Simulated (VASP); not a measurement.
Crystal: Mg3CdS2.

```
CELL_PARAMETERS angstrom
3.37785 0.00000 0.00000
0.00000 3.37785 0.00000
0.00000 0.00000 10.22689
ATOMIC_POSITIONS crystal
Mg 0.00000 0.00000 0.83907
Mg 0.00000 0.00000 0.16093
Mg 0.00000 0.00000 0.50000
Cd 0.50000 0.50000 0.00000
S 0.50000 0.50000 0.32482
S 0.50000 0.50000 0.67518
```

* Program: VASP 6.6.1
* Task: relaxation of cell and atoms
* Functional: PBE
* Potentials or basis: VASP PAW PBE potentials, release 64 (Mg, Cd, S)
* Cutoff: 600 eV
* k mesh: 5 × 5 × 2
* Occupations: gaussian, width 0.2 eV
* Spin: no spin polarisation

At the start: pressure -1.3 GPa; volume 19.45 Å³/atom.

Q: How do energy, volume and symmetry change on relaxing?

A: Over 13 steps the energy falls by 96.6 meV/atom and the volume is 19.07 Å³/atom (-1.9 %); space group P4/mmm (No. 123, to 0.05 Å).

The path:
```csv
step,energy change (eV),largest force (eV/Å),pressure (GPa),volume (Å³)
1,0.0000,1.4755,-1.27,116.69
2,-0.2364,1.1229,-0.53,114.08
3,-0.4316,0.2852,2.04,108.54
4,-0.4356,0.4876,1.48,109.43
5,-0.4366,0.4164,1.66,109.10
6,-0.4993,0.1807,-0.23,112.43
7,-0.5083,0.1137,-1.09,114.33
8,-0.5410,0.1840,-0.03,112.57
9,-0.5466,0.2175,0.75,111.40
10,-0.5609,0.1631,0.43,112.40
11,-0.5733,0.1161,0.21,113.61
12,-0.5709,0.1141,-0.26,115.97
13,-0.5797,0.0718,0.07,114.43
```

Final structure:
```cif
data_structure
_symmetry_space_group_name_H-M 'P 1'
_symmetry_Int_Tables_number 1
_cell_length_a 3.3133
_cell_length_b 3.3133
_cell_length_c 10.4235
_cell_angle_alpha 90.000
_cell_angle_beta 90.000
_cell_angle_gamma 90.000
_cell_volume 114.43
loop_
_atom_site_label
_atom_site_type_symbol
_atom_site_fract_x
_atom_site_fract_y
_atom_site_fract_z
_atom_site_occupancy
Mg1 Mg 0.00000 0.00000 0.79485 1
Mg2 Mg 0.00000 0.00000 0.20515 1
Mg3 Mg 0.00000 0.00000 0.50000 1
Cd1 Cd 0.50000 0.50000 0.00000 1
S1 S 0.50000 0.50000 0.34064 1
S2 S 0.50000 0.50000 0.65936 1
```

Caveat: the k points lie up to 0.38 Å⁻¹ apart in the final cell; the relaxation stopped at a loose force limit of 0.08 eV/Å, so its end isn't a converged minimum.
